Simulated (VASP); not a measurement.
# As (R-3m) in VASP: further runs

As is run at these levels: PBE, r2SCAN; tasks: single point.

Program: VASP 6.6.1. These are calculated values, not measurements. Logs are shortened: lines on timing, memory, paths and dates and some standing lists are left out, and cuts for length are marked.

## (1) The cell of the first run

The structure is trigonal, space group R-3m (No. 166). The conventional cell has a = 3.763 Å, b = 3.763 Å, c = 10.684 Å, α = 90.00°, β = 90.00°, γ = 120.00°. Within 3.3 Å of As (site symmetry 3m) lie 6 As at 2.52 to 3.16 Å.

## (2) Single point, PBE

INCAR reads:

```
SYSTEM = As
ALGO = Normal
EDIFF = 1E-6
ENCUT = 520
GGA = PE
ISIF = 2
ISMEAR = -1
LASPH = .True.
LCHARG = .False.
LREAL = .False.
LWAVE = .False.
NBANDS = 12
NELM = 80
PREC = Accurate
SIGMA = 0.02
```

KPOINTS reads:

```
k-points
0
Gamma
  8 8 8
  0 0 0
```

POSCAR reads:

```
As
1.0
    1.8815830580      1.0863324850      3.5613725906
   -1.8815830580      1.0863324850      3.5613725906
    0.0000000000     -2.1726649701      3.5613725905
As
2
Direct
    0.7738769956      0.7738769956      0.7738769956
    0.2261230044      0.2261230044      0.2261230044
```

Potentials or basis: VASP PAW PBE potentials, release 64 (As).

On the command line:

```console
> cat potpaw_PBE.64/As/POTCAR > POTCAR
> mpirun -np 1 vasp_std > vasp.out
```

OUTCAR:

```text
SYSTEM = As
   EDIFF = 1E-6
   ENCUT = 520
   GGA = PE
   ISIF = 2
   ISMEAR = -1
   LASPH = .True.
   LREAL = .False.
   NELM = 80
   PREC = Accurate

 ion  position               nearest neighbor table
   1  0.774  0.774  0.774-   2 2.52   2 2.52   2 2.52
   2  0.226  0.226  0.226-   1 2.52   1 2.52   1 2.52

  LATTYP: Found a trigonal (rhomboedric) cell.
 ALAT       =     4.1717919173
 COS(alpha) =     0.5931526356

  Lattice vectors:

 A1 = (   1.8815830580,   1.0863324850,   3.5613725906)
 A2 = (  -1.8815830580,   1.0863324850,   3.5613725906)
 A3 = (   0.0000000000,  -2.1726649701,   3.5613725905)

Analysis of symmetry for initial positions (statically):
=====================================================================
 Subroutine PRICEL returns:
 Original cell was already a primitive cell.

 Routine SETGRP: Setting up the symmetry group for a
 trigonal (rhombohedral) supercell.

 Subroutine GETGRP returns: Found 12 space group operations
 (whereof 12 operations were pure point group operations)
 out of a pool of 12 trial point group operations.

The static configuration has the point symmetry D_3d.

Analysis of symmetry for dynamics (positions and initial velocities):
=====================================================================
 Subroutine PRICEL returns:
 Original cell was already a primitive cell.

 Routine SETGRP: Setting up the symmetry group for a
 trigonal (rhombohedral) supercell.

 Subroutine GETGRP returns: Found 12 space group operations
 (whereof 12 operations were pure point group operations)
 out of a pool of 12 trial point group operations.

The dynamic configuration has the point symmetry D_3d.

 Subroutine INISYM returns: Found 12 space group operations
 (whereof 12 operations are pure point group operations),
 and found     1 'primitive' translations

----------------------------------------------------------------------------------------

                                     Primitive cell

  volume of cell :      43.6772

  direct lattice vectors                    reciprocal lattice vectors
     1.881583058  1.086332485  3.561372591     0.265733685  0.153421415  0.093596872
    -1.881583058  1.086332485  3.561372591    -0.265733685  0.153421415  0.093596872
     0.000000000 -2.172664970  3.561372590     0.000000000 -0.306842829  0.093596872

  length of vectors
     4.171791917  4.171791917  4.171791917     0.320800399  0.320800399  0.320800399

  position of ions in fractional coordinates (direct lattice)
     0.773876996  0.773876996  0.773876996
     0.226123004  0.226123004  0.226123004

  ion indices of the primitive-cell ions
   primitive index   ion index
                 1           1
                 2           2

----------------------------------------------------------------------------------------

 KPOINTS: k-points

Automatic generation of k-mesh.
 Grid dimensions read from file:
 generate k-points for:    8    8    8

 Generating k-lattice:

  Cartesian coordinates                     Fractional coordinates (reciprocal lattice)
     0.033216711  0.019177677  0.011699609     0.125000000  0.000000000  0.000000000
    -0.033216711  0.019177677  0.011699609     0.000000000  0.125000000  0.000000000
     0.000000000 -0.038355354  0.011699609    -0.000000000 -0.000000000  0.125000000

  Length of vectors
     0.040100050  0.040100050  0.040100050

  Shift w.r.t. Gamma in fractional coordinates (k-lattice)
     0.000000000  0.000000000  0.000000000

 Subroutine IBZKPT returns following result:
 ===========================================

 Found     65 irreducible k-points:

 Following reciprocal coordinates:
            Coordinates               Weight
  0.000000  0.000000  0.000000      1.000000
  0.125000  0.000000 -0.000000      6.000000
  0.250000  0.000000 -0.000000      6.000000
  0.375000 -0.000000  0.000000      6.000000
  0.500000  0.000000 -0.000000      3.000000
  0.125000  0.125000 -0.000000      6.000000
[... 16 lines left out ...]
  0.250000  0.125000  0.125000      6.000000
  0.375000  0.125000  0.125000      6.000000
 [... further k-points ...]
   k-points           NKPTS =     65   k-points in BZ     NKDIM =     65   number of bands    NBANDS=     12
   number of dos      NEDOS =    301   number of ions     NIONS =      2
   total plane-waves  NPLWV =  32768
   dimension x,y,z NGX =    32 NGY =   32 NGZ =   32
   dimension x,y,z NGXF=    64 NGYF=   64 NGZF=   64
   ions per type =               2
   NGX,Y,Z   is equivalent  to a cutoff of  12.75, 12.75, 12.75 a.u.
   NGXF,Y,Z  is equivalent  to a cutoff of  25.50, 25.50, 25.50 a.u.
 SYSTEM =  As
   PREC   = accura    normal or accurate (medium, high low for compatibility)
   ISTART =      0    job   : 0-new  1-cont  2-samecut
   ICHARG =      2    charge: 1-file 2-atom 10-const
   ISPIN  =      1    spin polarized calculation?
   LNONCOLLINEAR =      F non collinear calculations
   LSORBIT =      F    spin-orbit coupling
   LASPH  =      T    aspherical Exc in radial PAW
   ENCUT  =  520.0 eV  38.22 Ry    6.18 a.u.   7.76  7.76  7.76*2*pi/ulx,y,z
   NELM   =     80;   NELMIN=  2; NELMDL= -5     # of ELM steps
   EDIFF  = 0.1E-05   stopping-criterion for ELM
   LREAL  =      F    real-space projection
   EDIFFG = 0.1E-04   stopping-criterion for IOM
   NSW    =      0    number of steps for IOM
   IBRION =     -1    ionic relax: 0-MD 1-quasi-New 2-CG
   NFREE  =      0    steps in history (QN), initial steepest desc. (CG)
   ISIF   =      2    stress and relaxation
   ISYM   =      2    0-nonsym 1-usesym 2-fastsym
   POTIM  = 0.5000    time-step for ionic-motion
   TEBEG  =    0.0;   TEEND  =   0.0 temperature during run
   PSTRESS=    0.0 pullay stress
   NELECT =      10.0000    total number of electrons
   NUPDOWN=      -1.0000    fix difference up-down
   EMIN   =  10.00;   EMAX   =-10.00  energy-range for DOS
   EFERMI =   0.00;   METHOD = LEGACY
   ISMEAR =    -1;   SIGMA  =   0.02  broadening in eV -4-tet -1-fermi 0-gaus
   EFERMI_NEDOS =   21; number of points for ismear=-14 and -15
   IALGO  =     38    algorithm
   IMIX   =      4    mixing-type and parameters
     AMIX     =   0.40;   BMIX     =  1.00
     AMIX_MAG =   1.60;   BMIX_MAG =  1.00
  volume/ion in A,a.u.               =      21.84       147.37
  Fermi-wavevector in a.u.,A,eV,Ry     =   1.001513  1.892585 13.647026  1.003028
  Thomas-Fermi vector in A             =   2.133940
   LORBIT       =      0    0 simple, 1 ext, 2 COOP (PROOUT), +10 PAW based schemes
   GGA     = PE    functional components
   LHFCALC =     F    Hartree Fock is set to
   AEXX    =    0.0000 exact exchange contribution
   IVDW    =     0    specifies the selected vdW correction
   LEPSILON=     F    determine dielectric tensor
   LRPA    =     F    only Hartree local field effects (RPA)
 non-spin polarized calculation
  energy-cutoff  :      520.00
  volume of cell :       43.68
 maximum number of plane-waves:      1189
   NGX = 15   NGY = 15   NGZ = 15

 number of electron      10.0000000 magnetization

 number of electron       9.9999999 magnetization

 Free energy of the ion-electron system (eV)
  ---------------------------------------------------
  ext. energy  EPLUGINS =         0.00000000
  ---------------------------------------------------
  free energy    TOTEN  =        -9.33820505 eV

  energy without entropy =       -9.33762530  energy(sigma->0) =       -9.33791518

 E-fermi :   5.5295     XC(G=0):  -9.9004

 val. band max:        5.3091788728   @ k =   0.3750   0.1250   0.1250
 cond. band min:       5.5473790150   @ k =   0.3750   0.2500   0.2500
 fundamental gap:      0.2382001422
 Fermi energy:         5.5294870682

 k-point     1 :       0.0000    0.0000    0.0000
  band No.  band energies     occupation
      1      -9.6421      2.00000
      2      -0.5917      2.00000
      3       2.7748      2.00000
      4       3.3560      2.00000
      5       3.3560      2.00000
      6       6.9175      0.00000
      7       8.1879      0.00000
      8       8.1879      0.00000
      9      12.2578      0.00000
     10      12.2578      0.00000
     11      12.7026      0.00000
     12      14.1129      0.00000

 k-point     2 :       0.1250    0.0000   -0.0000
  band No.  band energies     occupation
      1      -9.4347      2.00000
      2      -1.2483      2.00000
      3       2.7838      2.00000
      4       3.1937      2.00000
      5       3.2774      2.00000
      6       7.2099      0.00000
      7       7.8549      0.00000
      8       8.0463      0.00000
      9      11.1963      0.00000
     10      11.9283      0.00000
     11      12.1460      0.00000
     12      15.2912      0.00000

 k-point     3 :       0.2500    0.0000   -0.0000
  band No.  band energies     occupation
      1      -8.8213      2.00000
      2      -2.7828      2.00000
      3       2.4874      2.00000
      4       2.8613      2.00000
      5       3.7732      2.00000
      6       6.4763      0.00000
      7       7.2817      0.00000
      8       7.5238      0.00000
      9      11.4462      0.00000
     10      11.9890      0.00000
     11      13.0847      0.00000
     12      17.4079      0.00000
[... 286 lines left out ...]
 k-point    23 :       0.2500    0.1250    0.1250
  band No.  band energies     occupation
      1      -9.2263      2.00000
      2      -2.1175      2.00000
      3       2.0195      2.00000
      4       3.4466      2.00000
      5       4.5456      2.00000
      6       6.6316      0.00000
      7       7.1850      0.00000
      8       8.4336      0.00000
      9      11.6510      0.00000
     10      12.2253      0.00000
     11      12.7825      0.00000
     12      14.7497      0.00000

 k-point    24 :       0.3750    0.1250    0.1250
  band No.  band energies     occupation
      1      -8.5441      2.00000
      2      -3.3322      2.00000
      3       1.1284      2.00000
      4       3.0558      2.00000
      5       5.3092      1.99997
      6       5.5620      0.32908
      7       6.9275      0.00000
      8       8.7321      0.00000
      9      11.6141      0.00000
     10      13.1193      0.00000
     11      13.5698      0.00000
     12      16.3724      0.00000

 [... further k-points ...]
[... 5 lines left out ...]
  --------------------------------------------------------------------------------------
  -------------------------------------------------------------------------------------
  Total        0.9200136      0.9200136      0.6330421      0.0000000      0.0000000      0.0000000
  in kB       33.7481545     33.7481545     23.2213973      0.0000000      0.0000000      0.0000000
  external PRESSURE =      30.2392354 kB  Pullay stress =       0.0000000 kB

 VOLUME and BASIS-vectors are now :
 -----------------------------------------------------------------------------
  energy-cutoff  :      520.00
  volume of cell :       43.68
      direct lattice vectors                 reciprocal lattice vectors
     1.881583058  1.086332485  3.561372591     0.265733685  0.153421415  0.093596872
    -1.881583058  1.086332485  3.561372591    -0.265733685  0.153421415  0.093596872
     0.000000000 -2.172664970  3.561372590     0.000000000 -0.306842829  0.093596872

 POSITION                                       TOTAL-FORCE (eV/Angst)
 -----------------------------------------------------------------------------------
      0.00000     -0.00000      8.26819         0.000000      0.000000     -0.321182
      0.00000     -0.00000      2.41592         0.000000     -0.000000      0.321182
 -----------------------------------------------------------------------------------
    total drift:                               -0.000000     -0.000000      0.000000

  FREE ENERGIE OF THE ION-ELECTRON SYSTEM (eV)
  ---------------------------------------------------
  free  energy   TOTEN  =        -9.3382050488 eV

  energy  without entropy=       -9.3376253029  energy(sigma->0) =       -9.33791518
```

It took 8.8 s on 1 thread of Intel Xeon 6975P-C (Granite Rapids), shared host; peak memory 0.18 GiB.

Results:

```
Free energy            : -9.3382 eV
Pressure               : 3.0 GPa
Largest force          : 0.321 eV/Å
Band gap on the k mesh : zero (band 5 reaches 5.55 eV, above the bottom of band 6 at 5.02 eV)
```

Forces in eV/Å, atoms in the order of the input:
```
As   0.000  0.000 -0.321
As   0.000  0.000  0.321
```

## (3) Single point, r2SCAN

POSCAR is that of step 2.

INCAR.step1 reads:

```
SYSTEM = As
  ALGO = Normal
  EDIFF = 1E-4
  ENCUT = 520
  GGA = PE
  ISMEAR = -1
  LASPH = .True.
  LCHARG = .False.
  LREAL = .False.
  LWAVE = .True.
  NBANDS = 12
  NELM = 80
  PREC = Accurate
  SIGMA = 0.02
```

INCAR.step2 reads:

```
SYSTEM = As
  ALGO = Normal
  EDIFF = 1E-6
  ENCUT = 520
  ISIF = 2
  ISMEAR = -1
  ISTART = 1
  LASPH = .True.
  LCHARG = .True.
  LELF = .True.
  LMIXTAU = .True.
  LREAL = .False.
  LVHAR = .True.
  LWAVE = .False.
  METAGGA = R2SCAN
  NBANDS = 12
  NELM = 80
  PREC = Accurate
  SIGMA = 0.02
```

KPOINTS is that of step 2.

Potentials or basis: VASP PAW PBE potentials, release 64 (As).

On the command line:

```console
> cat potpaw_PBE.64/As/POTCAR > POTCAR
> cp INCAR.step1 INCAR
> mpirun -np 1 vasp_std > vasp.out
> cp INCAR.step2 INCAR
> mpirun -np 1 vasp_std > vasp.out
```

It took 38 s on 1 thread of Intel Xeon 6975P-C (Granite Rapids), shared host; peak memory 0.19 GiB.

It converged, with:

```yaml
Free_energy: -29.3941 eV
Pressure: 1.0 GPa
Largest_force: 0.011 eV/Å
Band_gap_on_the_k_mesh: zero (band 5 reaches 5.55 eV, above the bottom of band 6 at 5.06 eV)
```

Forces on the atoms (eV/Å):
```
As   0.000  0.000 -0.011
As   0.000  0.000  0.011
```

Stress tensor (GPa, compression positive):
```
0.96 0.00 0.00
0.00 0.96 0.00
0.00 0.00 1.06
```

Levels at points of the mesh, in eV from the Fermi level:
| k point | band 3 | band 4 | band 5 | band 6 | band 7 | band 8 |
| --- | --- | --- | --- | --- | --- | --- |
| (0.00, 0.00, 0.00) | -3.06 | -2.51 | -2.51 | 1.39 | 2.63 | 2.63 |
| (0.50, 0.00, 0.00) | -3.41 | -3.41 | -0.81 | -0.48 | 0.15 | 1.19 |
| (0.50, 0.50, 0.00) | -6.46 | -4.73 | -4.65 | 1.36 | 5.23 | 6.91 |
| (0.50, 0.50, 0.50) | -2.24 | -2.24 | -0.72 | 0.53 | 0.53 | 1.63 |

Caveat: the PAW data sets were made with another functional, which shifts forces and pressure a little.

## (4) Single point, PBE

INCAR reads:

```
SYSTEM = As
ALGO = Normal
EDIFF = 1E-6
ENCUT = 600
GGA = PE
GGA_COMPAT = .False.
ISIF = 2
ISMEAR = -1
LASPH = .True.
LCHARG = .False.
LREAL = .False.
LWAVE = .False.
NBANDS = 22
NELM = 120
PREC = Accurate
SIGMA = 0.02
```

KPOINTS is that of step 3.

POSCAR is that of step 3.

Potentials or basis: VASP PAW PBE potentials, release 64 (As_d).

On the command line:

```console
> cat potpaw_PBE.64/As_d/POTCAR > POTCAR
> mpirun -np 1 vasp_std > vasp.out
```

Run time: 75 s. Hardware: 1 thread of Intel Xeon Platinum 8259CL at 2.50GHz (Skylake/Cascade Lake), shared host; peak memory 0.23 GiB.

Results (log left out):

```
Free energy            : -9.3563 eV
Pressure               : 2.7 GPa
Largest force          : 0.278 eV/Å
Band gap on the k mesh : zero (band 15 reaches 3.91 eV, above the bottom of band 16 at 3.38 eV)
```

Forces in eV/Å, atoms in the order of the input:
```
As   0.000  0.000 -0.278
As   0.000  0.000  0.278
```

Stress tensor (GPa, compression positive):
```
3.04 0.00 0.00
0.00 3.04 0.00
0.00 0.00 2.10
```

Levels at points of the mesh, in eV from the Fermi level:
```csv
k point,band 12,band 13,band 14,band 15,band 16,band 17,band 18,band 19
"(0.00, 0.00, 0.00)",-6.14,-2.76,-2.17,-2.17,1.40,2.66,2.66,6.77
"(0.50, 0.00, 0.00)",-11.24,-3.07,-3.04,-0.63,-0.51,0.13,1.24,8.67
"(0.50, 0.50, 0.00)",-9.93,-6.09,-4.37,-4.25,1.28,5.13,6.62,6.87
"(0.50, 0.50, 0.50)",-10.13,-1.93,-1.93,-0.77,0.64,0.64,1.63,7.75
```

## (5) The runs side by side

```csv
level,potentials or basis,cutoff (eV),second run,gap on the mesh (eV),pressure (GPa),largest force (eV/Å)
PBE,"VASP PAW PBE potentials, release 64 (As)",520,-,none,3.0,0.32
r2SCAN,"VASP PAW PBE potentials, release 64 (As)",520,-,none,1.0,0.01
PBE,"VASP PAW PBE potentials, release 64 (As_d)",600,valence_matched,none,2.7,0.28
```

Alike in all rows: task single point; no spin polarisation; cell as given; k mesh 8 × 8 × 8; smearing fermi-dirac 0.02 eV.

Caveats: the PAW data sets were made with another functional, which shifts forces and pressure a little (some runs).

Absolute energies hang on the potentials; compare differences alone.
